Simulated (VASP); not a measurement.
# TiSi11O24 (a cell with a defect) in VASP: single point with PBE

Aim: the single point of TiSi11O24 (a cell with a defect) with PBE.

Everything below comes from runs of VASP 6.6.1. Logs are shortened: lines on timing, memory, paths and dates and some standing lists are left out, and cuts for length are marked.

## 1. The cell of the first run

The cell holds a defect, 36 atoms: a = 10.098 Å, b = 10.098 Å, c = 7.325 Å, α = 113.50°, β = 113.50°, γ = 114.92°.

## 2. Single point, PBE

The input, INCAR:

```
PREC = Accurate
ENCUT = 520
EDIFF = 1E-6
ISMEAR = -1
SIGMA = 0.01
LREAL = Auto
LASPH = T
NELM = 100
ALGO = Normal
ISIF = 2
LWAVE = F
LCHARG = F
GGA = PE
NBANDS = 124
```

The input, KPOINTS:

```
regular mesh
0
Gamma
  4 4 4
```

The input, POSCAR:

```
TiSi11O24
1.0
   -7.3724492651      4.2564855678      5.4313011400
    7.3724492651     -4.2564855678      5.4313011400
    2.4574830884      4.2564855678     -5.4313011400
Ti Si O
1 11 24
Direct
    0.2655442950      0.2655442950      0.5310885900
    0.7655442950      0.7655442950      0.5310885900
    0.7655442950      0.2655442950      0.0310885900
    0.2655442950      0.7655442950      0.0310885900
    0.5677890383      0.3333333333      0.2344557050
    0.0677890383      0.8333333333      0.2344557050
    0.0677890383      0.3333333333      0.7344557050
    0.5677890383      0.8333333333      0.7344557050
    0.1666666667      0.4011223717      0.2344557050
    0.6666666667      0.9011223717      0.2344557050
    0.6666666667      0.4011223717      0.7344557050
    0.1666666667      0.9011223717      0.7344557050
    0.5991426350      0.5270570450      0.3413087000
    0.0991426350      0.0270570450      0.3413087000
    0.0991426350      0.5270570450      0.8413087000
    0.5991426350      0.0270570450      0.8413087000
    0.4870265667      0.3524150117      0.7212172650
    0.9870265667      0.8524150117      0.7212172650
    0.9870265667      0.3524150117      0.2212172650
    0.4870265667      0.8524150117      0.2212172650
    0.5911672683      0.2978644133      0.4374740350
    0.0911672683      0.7978644133      0.4374740350
    0.0911672683      0.2978644133      0.9374740350
    0.5911672683      0.7978644133      0.9374740350
    0.2421660650      0.3142516550      0.3413087000
    0.7421660650      0.8142516550      0.3413087000
    0.7421660650      0.3142516550      0.8413087000
    0.2421660650      0.8142516550      0.8413087000
    0.3463067667      0.6396096217      0.4374740350
    0.8463067667      0.1396096217      0.4374740350
    0.8463067667      0.6396096217      0.9374740350
    0.3463067667      0.1396096217      0.9374740350
    0.7341906983      0.8688022533      0.7212172650
    0.2341906983      0.3688022533      0.7212172650
    0.2341906983      0.8688022533      0.2212172650
    0.7341906983      0.3688022533      0.2212172650
```

Potentials or basis: VASP PAW PBE potentials, release 64 (Ti_sv, Si, O).

On the command line:

```
> cat potpaw_PBE.64/Ti_sv/POTCAR potpaw_PBE.64/Si/POTCAR potpaw_PBE.64/O/POTCAR > POTCAR
> mpirun -np 1 vasp_std > vasp.out
```

OUTCAR:

```text
PREC = Accurate
   ENCUT = 520
   EDIFF = 1E-6
   ISMEAR = -1
   LREAL = Auto
   LASPH = T
   NELM = 100
   ISIF = 2
   GGA = PE

 ion  position               nearest neighbor table
   1  0.266  0.266  0.531-  17 1.61  34 1.61  25 1.62  14 1.62
   2  0.766  0.766  0.531-  18 1.61  33 1.61  26 1.62  13 1.62  12 3.06  10 3.06   8 3.06   5 3.06

   3  0.766  0.266  0.031-  19 1.61  36 1.61  27 1.62  16 1.62   9 3.06  11 3.06   5 3.06   8 3.06

   4  0.266  0.766  0.031-  20 1.61  35 1.61  28 1.62  15 1.62  10 3.06  12 3.06   6 3.06   7 3.06
[... 35 lines left out ...]
  35  0.234  0.869  0.221-   4 1.61   6 1.62
  36  0.734  0.369  0.221-   3 1.61   5 1.62

  LATTYP: Found a face centered orthorhombic cell.
 ALAT       =     9.8299323535
 B/A-ratio  =     1.1050536148
 C/A-ratio  =     1.7320508076

  Lattice vectors:

 A1 = (  -7.3724492651,   4.2564855678,  -5.4313011400)
 A2 = (  -4.9149661767,   8.5129711356,   0.0000000000)
 A3 = (   2.4574830884,   4.2564855678,  -5.4313011400)

Analysis of symmetry for initial positions (statically):
=====================================================================
 Subroutine PRICEL returns:
 Original cell was already a primitive cell.

 Routine SETGRP: Setting up the symmetry group for a
 face centered orthorhombic supercell.

 Subroutine GETGRP returns: Found  2 space group operations
 (whereof  2 operations were pure point group operations)
 out of a pool of  8 trial point group operations.

The static configuration has the point symmetry C_2 .

Analysis of symmetry for dynamics (positions and initial velocities):
=====================================================================
 Subroutine PRICEL returns:
 Original cell was already a primitive cell.

 Routine SETGRP: Setting up the symmetry group for a
 face centered orthorhombic supercell.

 Subroutine GETGRP returns: Found  2 space group operations
 (whereof  2 operations were pure point group operations)
 out of a pool of  8 trial point group operations.

The dynamic configuration has the point symmetry C_2 .

 Subroutine INISYM returns: Found  2 space group operations
 (whereof  2 operations are pure point group operations),
 and found     1 'primitive' translations

----------------------------------------------------------------------------------------

[... 162 lines left out ...]
   NSW    =      0    number of steps for IOM
   IBRION =     -1    ionic relax: 0-MD 1-quasi-New 2-CG
   NFREE  =      0    steps in history (QN), initial steepest desc. (CG)
   ISIF   =      2    stress and relaxation
   ISYM   =      2    0-nonsym 1-usesym 2-fastsym
   POTIM  = 0.5000    time-step for ionic-motion
   TEBEG  =    0.0;   TEEND  =   0.0 temperature during run
   PSTRESS=    0.0 pullay stress
   NELECT =     200.0000    total number of electrons
   NUPDOWN=      -1.0000    fix difference up-down
   EMIN   =  10.00;   EMAX   =-10.00  energy-range for DOS
   EFERMI =   0.00;   METHOD = LEGACY
   ISMEAR =    -1;   SIGMA  =   0.01  broadening in eV -4-tet -1-fermi 0-gaus
   EFERMI_NEDOS =   21; number of points for ismear=-14 and -15
   IALGO  =     38    algorithm
   IMIX   =      4    mixing-type and parameters
     AMIX     =   0.40;   BMIX     =  1.00
     AMIX_MAG =   1.60;   BMIX_MAG =  1.00
  volume/ion in A,a.u.               =      12.63        85.20
  Fermi-wavevector in a.u.,A,eV,Ry     =   1.245202  2.353090 21.096198  1.550527
  Thomas-Fermi vector in A             =   2.379434
   LORBIT       =      0    0 simple, 1 ext, 2 COOP (PROOUT), +10 PAW based schemes
   GGA     = PE    functional components
   LHFCALC =     F    Hartree Fock is set to
   AEXX    =    0.0000 exact exchange contribution
   IVDW    =     0    specifies the selected vdW correction
   LEPSILON=     F    determine dielectric tensor
   LRPA    =     F    only Hartree local field effects (RPA)
 non-spin polarized calculation
  energy-cutoff  :      520.00
  volume of cell :      454.50
 maximum number of plane-waves:     12284
 NGX is ok and might be reduce to    80
   NGX = 37   NGY = 37   NGZ = 27

 number of electron     200.0000001 magnetization

 Free energy of the ion-electron system (eV)
  ---------------------------------------------------
  ext. energy  EPLUGINS =         0.00000000
  ---------------------------------------------------
  free energy    TOTEN  =      -283.79259465 eV

  energy without entropy =     -283.79259465  energy(sigma->0) =     -283.79259465

 E-fermi :   1.2839     XC(G=0):  -9.2298

 val. band max:        1.0770133961   @ k =   0.0000   0.0000   0.0000
 cond. band min:       7.0958966488   @ k =   0.0000   0.0000   0.0000
 fundamental gap:      6.0188832527
 Fermi energy:         1.2839053371

 k-point     1 :       0.0000    0.0000    0.0000
  band No.  band energies     occupation
      1     -52.5895      2.00000
      2     -29.5247      2.00000
      3     -29.4738      2.00000
      4     -29.4636      2.00000
      5     -18.2678      2.00000
      6     -17.8091      2.00000
[... 2749 lines left out ...]
    111      10.0378      0.00000
    112      10.2252      0.00000
 [bands above 112 left out]

------------------------ aborting loop because EDIFF is reached ----------------------------------------

  FORCE on cell =-STRESS in cart. coord.  units (eV):
  Direction    XX          YY          ZZ          XY          YZ          ZX
  --------------------------------------------------------------------------------------
  -------------------------------------------------------------------------------------
  Total       37.6153142     37.0520885     37.2893761     -0.4877678      0.0959829     -0.1662510
  in kB      132.5988335    130.6133902    131.4498596     -1.7194444      0.3383522     -0.5860561
  external PRESSURE =     131.5540278 kB  Pullay stress =       0.0000000 kB

 VOLUME and BASIS-vectors are now :
 -----------------------------------------------------------------------------
  energy-cutoff  :      520.00
  volume of cell :      454.50
      direct lattice vectors                 reciprocal lattice vectors
    -7.372449265  4.256485568  5.431301140     0.000000000  0.117467801  0.092058972
     7.372449265 -4.256485568  5.431301140     0.101730100  0.058733901  0.092058972
     2.457483088  4.256485568 -5.431301140     0.101730100  0.176201702  0.000000000

 POSITION                                       TOTAL-FORCE (eV/Angst)
 -----------------------------------------------------------------------------------
      1.30514      2.26057     -0.00000         0.062102      0.107564      0.000000
      1.30514      2.26057      5.43130        -0.001302     -0.002255      0.000000
     -3.60982      2.26057      5.43130        -0.002694     -0.054036      0.047065
      3.76262     -1.99591      5.43130        -0.045450     -0.029351     -0.047065
     -1.15234      1.99591      3.62087        -0.011354      0.027948      0.020412
      6.22011     -2.26057      3.62087        -0.193971     -0.156738     -0.292357
[... 28 lines left out ...]
      5.22228     -1.75961      4.78919         0.143925      0.230150      0.158308
     -2.15017      2.49688      4.78919         0.116423      0.220177      0.118499
 -----------------------------------------------------------------------------------
    total drift:                               -0.002580     -0.004638      0.000122

  FREE ENERGIE OF THE ION-ELECTRON SYSTEM (eV)
  ---------------------------------------------------
  free  energy   TOTEN  =      -283.7925946549 eV

  energy  without entropy=     -283.7925946549  energy(sigma->0) =     -283.79259465
```

OSZICAR:

```text
N       E                     dE             d eps       ncg     rms          rms(c)
DAV:   1     0.157020249509E+04    0.15702E+04   -0.10566E+05  6112   0.154E+03
DAV:   2    -0.170628641007E+03   -0.17408E+04   -0.16895E+04  7224   0.375E+02
DAV:   3    -0.318740499429E+03   -0.14811E+03   -0.14740E+03  7336   0.121E+02
DAV:   4    -0.324951406183E+03   -0.62109E+01   -0.62014E+01  8944   0.219E+01
DAV:   5    -0.325071909770E+03   -0.12050E+00   -0.12047E+00  7560   0.255E+00    0.660E+01
DAV:   6    -0.283169719977E+03    0.41902E+02   -0.18427E+02  7744   0.474E+01    0.267E+01
DAV:   7    -0.283696889745E+03   -0.52717E+00   -0.11866E+01  8056   0.141E+01    0.163E+01
DAV:   8    -0.283699959971E+03   -0.30702E-02   -0.68273E-01  8888   0.499E+00    0.479E+00
DAV:   9    -0.283768307246E+03   -0.68347E-01   -0.25206E-01  7488   0.214E+00    0.175E+00
DAV:  10    -0.283790580798E+03   -0.22274E-01   -0.44530E-02  7288   0.741E-01    0.553E-01
DAV:  11    -0.283792250612E+03   -0.16698E-02   -0.54013E-03  8200   0.253E-01    0.135E-01
DAV:  12    -0.283792557970E+03   -0.30736E-03   -0.65856E-04  6864   0.926E-02    0.681E-02
DAV:  13    -0.283792589565E+03   -0.31596E-04   -0.12465E-04  7176   0.374E-02    0.275E-02
DAV:  14    -0.283792593288E+03   -0.37225E-05   -0.22865E-05  6960   0.227E-02    0.194E-02
DAV:  15    -0.283792594540E+03   -0.12524E-05   -0.16284E-05  7088   0.150E-02    0.730E-03
DAV:  16    -0.283792594655E+03   -0.11467E-06   -0.15530E-06  4880   0.512E-03
   1 F= -.28379259E+03 E0= -.28379259E+03  d E =-.199862E-10
```

stdout:

```text
POSCAR found type information on POSCAR TiSiO
 POSCAR found :  3 types and      36 ions
 scaLAPACK will be used
 LDA part: xc-table for (Slater+PW92), standard interpolation
 POSCAR, INCAR and KPOINTS ok, starting setup
 FFT: planning ... GRIDC
 FFT: planning ... GRID_SOFT
 FFT: planning ... GRID
 WAVECAR not read
 entering main loop
```

It took 39 min on 1 thread of Intel Xeon 6975P-C (Granite Rapids), shared host; peak memory 1.2 GiB.

What came out:

```
Free energy            : -283.7926 eV
Pressure               : 13.2 GPa
Largest force          : 8.995 eV/Å
Band gap on the k mesh : 6.02 eV
```

Forces on the atoms (eV/Å):
```
Ti   0.062  0.108  0.000
Si  -0.001 -0.002  0.000
Si  -0.003 -0.054  0.047
Si  -0.045 -0.029 -0.047
Si  -0.011  0.028  0.020
Si  -0.194 -0.157 -0.292
Si   0.368  0.131 -0.147
Si   0.006 -0.040  0.007
Si  -0.039 -0.246  0.292
Si   0.030  0.004 -0.020
Si  -0.071  0.385  0.147
Si  -0.037 -0.014 -0.007
O    0.101 -0.226 -0.138
O   -5.467 -2.813 -6.431
O    0.233 -0.281 -0.112
O    0.097 -0.209 -0.149
O   -2.925  7.741  3.524
O    0.149  0.204 -0.138
O    0.127  0.240 -0.158
O    0.132  0.211 -0.118
O   -0.237 -0.022 -0.161
O   -0.231  0.087 -0.154
O   -0.252 -0.109 -0.141
O   -0.256  0.026 -0.148
O    0.297 -6.141  6.431
O   -0.246 -0.026  0.138
O   -0.360  0.061  0.112
O   -0.230 -0.021  0.149
O    0.191 -0.157  0.154
O    0.099 -0.216  0.161
O    0.032 -0.273  0.141
O    0.151 -0.208  0.148
O    0.102  0.231  0.138
O    8.167  1.337 -3.524
O    0.144  0.230  0.158
O    0.116  0.220  0.118
```
